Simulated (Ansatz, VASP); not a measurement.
PbO: VASP beside Ansatz

The input INCAR:

```
SYSTEM = PbO
PREC = Accurate
ENCUT = 520
EDIFF = 1E-6
ISMEAR = 0
SIGMA = 0.05
LREAL = .FALSE.
LASPH = .TRUE.
NELM = 80
ALGO = Normal
ISIF = 2
LWAVE = .FALSE.
LCHARG = .FALSE.
GGA = PE
IVDW = 12
NBANDS = 28
```

KPOINTS

```
Automatic mesh
0
G
  8 8 6
  0 0 0
```

Contents of POSCAR:

```
PbO
1.0
    4.1956436878      0.0000000000      0.0000000000
    0.0000000000      4.1956436878      0.0000000000
    0.0000000000      0.0000000000      4.5063265424
Pb O
2 2
Direct
    0.0000000000      0.5000000000      0.2351000000
    0.5000000000      0.0000000000      0.7649000000
    0.0000000000      0.0000000000      0.0000000000
    0.5000000000      0.5000000000      0.0000000000
```

Input for Ansatz:

```yaml
crystal:
  lattice:
    - [4.1956436878, 0.0, 0.0]
    - [0.0, 4.1956436878, 0.0]
    - [0.0, 0.0, 4.5063265424]
  atoms:
    - { symbol: Pb, position: [0.0, 0.5, 0.2351] }
    - { symbol: Pb, position: [0.5, 0.0, 0.7649] }
    - { symbol: O, position: [0.0, 0.0, 0.0] }
    - { symbol: O, position: [0.5, 0.5, 0.0] }
basis:
  ecutwfc: 420
kpoints:
  mp_grid: { grid: [8, 8, 6] }
hamiltonian:
  xc: pbe
  dispersion: d3bj
scf:
  occupations: { method: gaussian, width: 0.05 }
output:
  forces: true
  stress: true
  eigenvalues: true
```

Alike in both runs: task single point; functional PBE; dispersion D3(BJ); k mesh 8 × 8 × 6; occupations gaussian, width 0.05 eV; no spin polarisation.

```csv
,VASP,Ansatz
version,VASP 6.6.1,Ansatz 0.2.0
potentials or method,"VASP PAW PBE potentials, release 64 (Pb_d, O), cutoff 520 eV","scalar-relativistic, plane waves, PAW"
valence electrons in the cell,40,40
```

Ansatz gave:

- gap on the k mesh at the Fermi level (eV): 1.54
- least direct gap on the mesh (eV): 1.54
- pressure (GPa): 0.8
- traceless stress, the component that is largest in VASP (GPa): 2.44
- rms of the force components (eV/Å): 0.276

Problem. Which values does VASP return?

Solution. gap on the k mesh at the Fermi level (eV): 1.52; least direct gap on the mesh (eV): 1.52; pressure (GPa): 0.8; traceless stress, the component that is largest in VASP (GPa): 2.37; rms of the force components (eV/Å): 0.291.

Atom by atom the forces differ by 0.014 eV/Å (rms over components).

Spin-orbit coupling is off throughout.
